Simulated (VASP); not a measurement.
# TiSe2 (P-3m1) in VASP: notebook

Runs on TiSe2. Level: LDA. Tasks: relaxation of cell and atoms.

All numbers are computed with VASP 6.6.1; they aren't measurements. Logs are shortened: lines on timing, memory, paths and dates and some standing lists are left out, and cuts for length are marked.

## Step 1: The cell of the first run

The structure is trigonal, space group P-3m1 (No. 164). The conventional cell has a = 3.438 Å, b = 3.438 Å, c = 5.812 Å, α = 90.00°, β = 90.00°, γ = 120.00°. Ti (site symmetry -3m) has 6 Se at 2.51 Å within 3.3 Å. Within 3.5 Å of Se (site symmetry 3m) lie 3 Ti at 2.51 Å and 9 Se at 3.38 to 3.44 Å.

## Step 2: Relaxation of cell and atoms, LDA

File INCAR:

```
PREC = Accurate
ENCUT = 500
EDIFF = 1E-7
ISMEAR = -1
SIGMA = 0.15
LREAL = F
LASPH = T
NELM = 120
ALGO = Normal
ISIF = 3
LWAVE = F
LCHARG = F
IBRION = 2
NSW = 80
EDIFFG = -0.001
GGA_COMPAT = F
NELMIN = 4
```

File KPOINTS:

```
regular mesh
0
Gamma
  15 15 8
```

File POSCAR:

```
TiSe2
1.0
    3.4376057630      0.0000000000      0.0000000000
   -1.7188028815      2.9770539189      0.0000000000
    0.0000000000      0.0000000000      5.8121224868
Ti Se
1 2
Direct
    0.0000000000      0.0000000000      0.0000000000
    0.3333333333      0.6666666667      0.2647245737
    0.6666666667      0.3333333333      0.7352754263
```

Potentials or basis: VASP PAW LDA potentials, release 64 (Ti_sv, Se).

On the command line:

```console
$ cat potpaw_LDA.64/Ti_sv/POTCAR potpaw_LDA.64/Se/POTCAR > POTCAR
$ mpirun -np 1 vasp_std > vasp.out
```

OUTCAR:

```text
PREC = Accurate
   ENCUT = 500
   EDIFF = 1E-7
   ISMEAR = -1
   LREAL = F
   LASPH = T
   NELM = 120
   ISIF = 3
   IBRION = 2
   NSW = 80
   EDIFFG = -0.001
   NELMIN = 4

 ion  position               nearest neighbor table
   1  0.000  0.000  0.000-   2 2.51   3 2.51   2 2.51   3 2.51   3 2.51   2 2.51
   2  0.333  0.667  0.265-   1 2.51   1 2.51   1 2.51
   3  0.667  0.333  0.735-   1 2.51   1 2.51   1 2.51

  LATTYP: Found a hexagonal cell.
 ALAT       =     3.4376057630
 C/A-ratio  =     1.6907472490

  Lattice vectors:

 A1 = (   3.4376057630,   0.0000000000,   0.0000000000)
 A2 = (  -1.7188028815,   2.9770539189,   0.0000000000)
 A3 = (   0.0000000000,   0.0000000000,   5.8121224868)

Analysis of symmetry for initial positions (statically):
=====================================================================
 Subroutine PRICEL returns:
 Original cell was already a primitive cell.

 Routine SETGRP: Setting up the symmetry group for a
 hexagonal supercell.

 Subroutine GETGRP returns: Found 12 space group operations
 (whereof 12 operations were pure point group operations)
 out of a pool of 24 trial point group operations.

The static configuration has the point symmetry D_3d.

Analysis of symmetry for dynamics (positions and initial velocities):
=====================================================================
 Subroutine PRICEL returns:
 Original cell was already a primitive cell.

 Routine SETGRP: Setting up the symmetry group for a
 hexagonal supercell.

 Subroutine GETGRP returns: Found 12 space group operations
 (whereof 12 operations were pure point group operations)
 out of a pool of 24 trial point group operations.

The dynamic configuration has the point symmetry D_3d.

 Subroutine INISYM returns: Found 12 space group operations
 (whereof 12 operations are pure point group operations),
 and found     1 'primitive' translations

----------------------------------------------------------------------------------------

                                     Primitive cell

  volume of cell :      59.4809

  direct lattice vectors                    reciprocal lattice vectors
     3.437605763  0.000000000  0.000000000     0.290900141  0.167951275  0.000000000
    -1.718802882  2.977053919  0.000000000     0.000000000  0.335902549  0.000000000
     0.000000000  0.000000000  5.812122487     0.000000000  0.000000000  0.172054185

  length of vectors
     3.437605763  3.437605763  5.812122487     0.335902549  0.335902549  0.172054185

  position of ions in fractional coordinates (direct lattice)
     0.000000000  0.000000000  0.000000000
     0.333333333  0.666666667  0.264724574
     0.666666667  0.333333333  0.735275426

  ion indices of the primitive-cell ions
   primitive index   ion index
                 1           1
                 2           2
                 3           3

----------------------------------------------------------------------------------------

 KPOINTS: regular mesh

Automatic generation of k-mesh.
 Grid dimensions read from file:
 generate k-points for:   15   15    8

 Generating k-lattice:

  Cartesian coordinates                     Fractional coordinates (reciprocal lattice)
     0.019393343  0.011196752  0.000000000     0.066666667  0.000000000  0.000000000
     0.000000000  0.022393503  0.000000000     0.000000000  0.066666667  0.000000000
     0.000000000  0.000000000  0.021506773     0.000000000  0.000000000  0.125000000

  Length of vectors
     0.022393503  0.022393503  0.021506773

  Shift w.r.t. Gamma in fractional coordinates (k-lattice)
     0.000000000  0.000000000  0.000000000

 Subroutine IBZKPT returns following result:
 ===========================================

 Found    192 irreducible k-points:

 Following reciprocal coordinates:
            Coordinates               Weight
  0.000000  0.000000  0.000000      1.000000
  0.066667  0.000000  0.000000      6.000000
  0.133333  0.000000  0.000000      6.000000
  0.200000  0.000000  0.000000      6.000000
  0.266667  0.000000  0.000000      6.000000
  0.333333  0.000000  0.000000      6.000000
[... 16 lines left out ...]
  0.333333  0.200000  0.000000     12.000000
  0.400000  0.200000  0.000000      6.000000
 [... further k-points ...]
   k-points           NKPTS =    192   k-points in BZ     NKDIM =    192   number of bands    NBANDS=     16
   number of dos      NEDOS =    301   number of ions     NIONS =      3
   total plane-waves  NPLWV =  32928
   dimension x,y,z NGX =    28 NGY =   28 NGZ =   42
   dimension x,y,z NGXF=    56 NGYF=   56 NGZF=   84
   ions per type =               1   2
   NGX,Y,Z   is equivalent  to a cutoff of  13.54, 13.54, 12.01 a.u.
   NGXF,Y,Z  is equivalent  to a cutoff of  27.08, 27.08, 24.03 a.u.
 SYSTEM =  unknown system
   PREC   = accura    normal or accurate (medium, high low for compatibility)
   ISTART =      0    job   : 0-new  1-cont  2-samecut
   ICHARG =      2    charge: 1-file 2-atom 10-const
   ISPIN  =      1    spin polarized calculation?
   LNONCOLLINEAR =      F non collinear calculations
   LSORBIT =      F    spin-orbit coupling
   LASPH  =      T    aspherical Exc in radial PAW
   ENCUT  =  500.0 eV  36.75 Ry    6.06 a.u.   6.27  6.27 10.60*2*pi/ulx,y,z
   NELM   =    120;   NELMIN=  4; NELMDL= -5     # of ELM steps
   EDIFF  = 0.1E-06   stopping-criterion for ELM
   LREAL  =      F    real-space projection
   EDIFFG = -.1E-02   stopping-criterion for IOM
   NSW    =     80    number of steps for IOM
   IBRION =      2    ionic relax: 0-MD 1-quasi-New 2-CG
   NFREE  =      1    steps in history (QN), initial steepest desc. (CG)
   ISIF   =      3    stress and relaxation
   ISYM   =      2    0-nonsym 1-usesym 2-fastsym
   POTIM  = 0.5000    time-step for ionic-motion
   TEBEG  =    0.0;   TEEND  =   0.0 temperature during run
   PSTRESS=    0.0 pullay stress
   NELECT =      24.0000    total number of electrons
   NUPDOWN=      -1.0000    fix difference up-down
   EMIN   =  10.00;   EMAX   =-10.00  energy-range for DOS
   EFERMI =   0.00;   METHOD = LEGACY
   ISMEAR =    -1;   SIGMA  =   0.15  broadening in eV -4-tet -1-fermi 0-gaus
   EFERMI_NEDOS =   21; number of points for ismear=-14 and -15
   IALGO  =     38    algorithm
   IMIX   =      4    mixing-type and parameters
     AMIX     =   0.40;   BMIX     =  1.00
     AMIX_MAG =   1.60;   BMIX_MAG =  1.00
  volume/ion in A,a.u.               =      19.83       133.80
  Fermi-wavevector in a.u.,A,eV,Ry     =   1.209723  2.286046 19.911182  1.463431
  Thomas-Fermi vector in A             =   2.345292
   LORBIT       =      0    0 simple, 1 ext, 2 COOP (PROOUT), +10 PAW based schemes
   GGA     = CA    functional components
   LHFCALC =     F    Hartree Fock is set to
   AEXX    =    0.0000 exact exchange contribution
   IVDW    =     0    specifies the selected vdW correction
   LEPSILON=     F    determine dielectric tensor
   LRPA    =     F    only Hartree local field effects (RPA)
 conjugate gradient relaxation of ions
 non-spin polarized calculation
  energy-cutoff  :      500.00
  volume of cell :       59.48
 maximum number of plane-waves:      1533
 NGX is ok and might be reduce to    28
   NGX = 13   NGY = 13   NGZ = 21

--------------------------------------- Ionic step        1  -------------------------------------------

 number of electron      23.9999999 magnetization

 Free energy of the ion-electron system (eV)
  ---------------------------------------------------
  ext. energy  EPLUGINS =         0.00000000
  ---------------------------------------------------
  free energy    TOTEN  =       -20.37327492 eV

  energy without entropy =      -20.29547814  energy(sigma->0) =      -20.33437653

------------------------ aborting loop because EDIFF is reached ----------------------------------------

  FORCE on cell =-STRESS in cart. coord.  units (eV):
  Direction    XX          YY          ZZ          XY          YZ          ZX
  --------------------------------------------------------------------------------------
  -------------------------------------------------------------------------------------
  Total        0.0982109      0.0982109      0.1284736     -0.0000000      0.0000000      0.0000000
  in kB        2.6454086      2.6454086      3.4605656     -0.0000000      0.0000000      0.0000000
  external PRESSURE =       2.9171276 kB  Pullay stress =       0.0000000 kB
[... 92 lines left out ...]
  FREE ENERGIE OF THE ION-ELECTRON SYSTEM (eV)
  ---------------------------------------------------
  free  energy   TOTEN  =       -20.3734820831 eV

  energy  without entropy=      -20.2954656403  energy(sigma->0) =      -20.33447386

[... ionic steps 4 to 11 ...]

--------------------------------------- Ionic step       12  -------------------------------------------

 number of electron      23.9999998 magnetization

------------------------ aborting loop because EDIFF is reached ----------------------------------------

  FORCE on cell =-STRESS in cart. coord.  units (eV):
  Direction    XX          YY          ZZ          XY          YZ          ZX
  --------------------------------------------------------------------------------------
  -------------------------------------------------------------------------------------
  Total        0.0020666      0.0020666      0.0058994     -0.0000000      0.0000000      0.0000000
  in kB        0.0556640      0.0556640      0.1589022     -0.0000000      0.0000000      0.0000000
  external PRESSURE =       0.0900767 kB  Pullay stress =       0.0000000 kB
[... 59 lines left out ...]
  energy  without entropy=      -20.2954813458  energy(sigma->0) =      -20.33451539

--------------------------------------- Ionic step       14  -------------------------------------------

 number of electron      23.9999998 magnetization

 Free energy of the ion-electron system (eV)
  ---------------------------------------------------
  ext. energy  EPLUGINS =         0.00000000
  ---------------------------------------------------
  free energy    TOTEN  =       -20.37354967 eV

  energy without entropy =      -20.29547540  energy(sigma->0) =      -20.33451253

 E-fermi :   5.6326     XC(G=0): -10.7393

 val. band max:        5.6249875689   @ k =   0.0667   0.0000   0.0000
 cond. band min:       5.6335687531   @ k =   0.1333   0.0667   0.0000
 fundamental gap:      0.0085811842
 Fermi energy:         5.6325527300

 k-point     1 :       0.0000    0.0000    0.0000
  band No.  band energies     occupation
      1     -50.9687      2.00000
      2     -27.6106      2.00000
      3     -27.5824      2.00000
      4     -27.5824      2.00000
      5      -8.6990      2.00000
      6      -6.9783      2.00000
[... 8 lines left out ...]
     15       6.4192      0.01050
     16       9.1626      0.00000
[... 420 lines left out ...]
  band No.  band energies     occupation
      1     -50.9556      2.00000
      2     -27.6942      2.00000
      3     -27.6390      2.00000
      4     -27.5793      2.00000
      5      -6.7297      2.00000
      6      -6.6402      2.00000
[... 8 lines left out ...]
     15       7.5790      0.00000
     16       8.5850      0.00000

 [... further k-points ...]
[... 5 lines left out ...]
  --------------------------------------------------------------------------------------
  -------------------------------------------------------------------------------------
  Total        0.0004496      0.0004496      0.0009787     -0.0000000      0.0000000      0.0000000
  in kB        0.0121087      0.0121087      0.0263603     -0.0000000      0.0000000      0.0000000
  external PRESSURE =       0.0168592 kB  Pullay stress =       0.0000000 kB
[... 18 lines left out ...]
  FREE ENERGIE OF THE ION-ELECTRON SYSTEM (eV)
  ---------------------------------------------------
  free  energy   TOTEN  =       -20.3735496700 eV

  energy  without entropy=      -20.2954753978  energy(sigma->0) =      -20.33451253

 reached required accuracy - stopping structural energy minimisation
```

Wall time 11 min (1 thread of Oxide Virtual Turin-like, shared host); peak memory 0.27 GiB.

Results:

```yaml
Free_energy: -20.3735 eV
Energy_gained_by_relaxing: 0.1 meV/atom
Ionic_steps: 14
Pressure_after_relaxing: 0.0 GPa
Band_gap_on_the_k_mesh: zero (bands 12 and 13 overlap by 0.83 eV)
```

Step by step:
```
step  energy change (eV)  largest force (eV/Å)  pressure (GPa)  volume (Å³)
   1              0.0000                0.0560            0.29        59.48
   2              0.0000                0.0327           -0.38        59.79
   3             -0.0002                0.0134           -0.04        59.63
   4             -0.0002                0.0103           -0.03        59.60
   5             -0.0003                0.0010           -0.01        59.52
   6             -0.0003                0.0010           -0.01        59.51
   7             -0.0003                0.0033            0.03        59.48
   8             -0.0003                0.0047            0.04        59.47
   9             -0.0003                0.0001            0.00        59.49
  10             -0.0003                0.0008            0.01        59.48
  11             -0.0003                0.0010            0.01        59.48
  12             -0.0003                0.0012            0.01        59.48
  13             -0.0003                0.0011            0.01        59.48
  14             -0.0003                0.0001            0.00        59.49
```

Final structure:
```
Ti Se
1.0
     3.43933    0.00000    0.00000
    -1.71967    2.97855    0.00000
     0.00000    0.00000    5.80682
Ti Se
1 2
Direct
  0.00000 0.00000 0.00000
  0.33333 0.66667 0.26559
  0.66667 0.33333 0.73441
```

## Step 3: Relaxation of cell and atoms, LDA

This run uses another cell than the first one, of 21.67 Å³/atom.

File INCAR:

```
SYSTEM = TiSe2
PREC = Accurate
ENCUT = 500
EDIFF = 1E-7
ISMEAR = 0
SIGMA = 0.1
LREAL = .False.
LASPH = .True.
NELM = 120
ALGO = Normal
ISIF = 3
LWAVE = .False.
LCHARG = .False.
IBRION = 2
NSW = 100
EDIFFG = -0.005
GGA_COMPAT = .False.
NELMIN = 4
```

File KPOINTS:

```
Automatic mesh
0
Gamma
  15 15 8
  0 0 0
```

File POSCAR:

```
TiSe2
1.0
    3.5360000000      0.0000000000      0.0000000000
   -1.7680000000      3.0622658278      0.0000000000
    0.0000000000      0.0000000000      6.0040000000
Ti Se
1 2
Direct
    0.0000000000      0.0000000000      0.0000000000
    0.3333333333      0.6666666667      0.2552000000
    0.6666666667      0.3333333333      0.7448000000
```

Potentials or basis: VASP PAW LDA potentials, release 64 (Ti_sv, Se).

On the command line:

```console
$ cat potpaw_LDA.64/Ti_sv/POTCAR potpaw_LDA.64/Se/POTCAR > POTCAR
$ mpirun -np 1 vasp_std > vasp.out
```

It took 19 min on 1 thread of Oxide Virtual Turin-like, shared host; peak memory 0.3 GiB.

It converged, with:

| Property | Result |
| --- | --- |
| Free energy | -20.3394 eV |
| Relaxed volume | 19.85 Å³/atom |
| Relaxed cell | a = 3.440 Å, b = 3.440 Å, c = 5.810 Å, α = 90.00°, β = 90.00°, γ = 120.00° |
| Space group after relaxing (to 0.1 Å) | P-3m1 (No. 164) |
| Energy gained by relaxing | 22.6 meV/atom |
| Ionic steps | 13 |
| Pressure after relaxing | 0.0 GPa |
| Largest force after relaxing | 0.003 eV/Å |
| Band gap on the k mesh | zero (bands 12 and 13 overlap by 0.82 eV) |

Forces on the atoms (eV/Å):
```
Ti   0.000  0.000  0.000
Se   0.000  0.000 -0.003
Se   0.000  0.000  0.003
```

Step by step:
```csv
step,energy change (eV),largest force (eV/Å),pressure (GPa),volume (Å³)
1,0.0000,0.2437,-4.52,65.01
2,-0.0106,0.8443,4.39,59.43
3,-0.0475,0.3044,-0.15,61.95
4,-0.0563,0.2045,-0.16,61.46
5,-0.0606,0.0689,-0.15,60.83
6,-0.0629,0.0707,-0.04,60.53
7,-0.0670,0.0710,0.36,59.64
8,-0.0673,0.0677,0.55,59.28
9,-0.0673,0.0711,-0.38,59.54
10,-0.0678,0.0039,0.07,59.42
11,-0.0678,0.0024,0.08,59.41
12,-0.0678,0.0027,0.05,59.46
13,-0.0679,0.0032,-0.01,59.54
```

Final structure:
```
Ti Se
1.0
     3.43992    0.00000    0.00000
    -1.71996    2.97906    0.00000
     0.00000    0.00000    5.81015
Ti Se
1 2
Direct
  0.00000 0.00000 0.00000
  0.33333 0.66667 0.26526
  0.66667 0.33333 0.73474
```

Levels at points of the mesh, in eV from the Fermi level:
| k point | band 8 | band 9 | band 10 | band 11 | band 12 | band 13 | band 14 | band 15 | band 16 |
| --- | --- | --- | --- | --- | --- | --- | --- | --- | --- |
| (0.00, 0.00, 0.00) | -2.24 | -2.24 | 0.47 | 0.54 | 0.54 | 0.55 | 0.75 | 0.75 | 3.49 |
| (0.00, 0.00, 0.50) | -3.00 | -2.16 | -2.16 | 0.41 | 0.41 | 0.52 | 0.52 | 1.36 | 3.98 |

LDA usually gives volumes a few per cent too small. Zero-point motion and thermal expansion aren't in these numbers.
